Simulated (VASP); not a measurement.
## BaO: single point with r2SCAN

BaO:

```
Ba O
1.0
     0.00000    2.77211    2.75825
     2.77211    0.00000    2.75825
     2.77211    2.77211    0.00000
Ba O
1 1
Cartesian
  0.0000 0.0000 0.0000
  2.7721 2.7721 2.7583
```

This cell differs from its parent crystal: z stretched by -0.5 %, x and y held.

| Quantity | Value |
| --- | --- |
| Program | VASP 6.6.1 |
| Task | single point |
| Functional | r2SCAN |
| Potentials or basis | VASP PAW PBE potentials, release 64 (Ba_sv, O) |
| Cutoff | 660 eV |
| k mesh | 8 × 8 × 8 |
| Occupations | gaussian, width 0.01 eV |
| Spin | no spin polarisation |

```yaml
Pressure: 2.0 GPa
Band_gap_on_the_k_mesh: 2.27 eV
```

Stress tensor (GPa, compression positive):
```
1.80 0.00 0.00
0.00 1.80 0.00
0.00 0.00 2.35
```

Levels at points of the mesh, in eV from the valence-band top:
| k point | band 4 | band 5 | band 6 | band 7 | band 8 | band 9 | band 10 | band 11 | band 12 | band 13 |
| --- | --- | --- | --- | --- | --- | --- | --- | --- | --- | --- |
| (0.00, 0.00, 0.00) | -10.77 | -10.77 | -0.41 | -0.41 | -0.38 | 4.12 | 5.09 | 5.09 | 5.12 | 7.51 |
| (0.50, 0.00, 0.00) | -10.90 | -10.88 | -2.00 | -1.53 | -1.53 | 5.30 | 7.64 | 7.65 | 8.69 | 11.14 |
| (0.50, 0.50, 0.00) | -11.37 | -11.37 | -0.20 | -0.20 | 0.00 | 2.27 | 6.56 | 9.53 | 9.97 | 10.22 |
| (0.50, 0.00, 0.50) | -11.36 | -11.35 | -0.21 | -0.18 | -0.03 | 2.29 | 6.56 | 9.54 | 9.97 | 10.19 |

Run time: 5.1 min on 1 thread of Intel Xeon 8259CL (shared host), peak memory 0.25 GiB.

Caveat: the cell differs from its parent crystal (z stretched by -0.5 %, x and y held); the PAW data sets were made with another functional, which shifts forces and pressure a little; spin-orbit coupling is left out, which moves the levels of the heavy elements. A k mesh can miss the band edges.
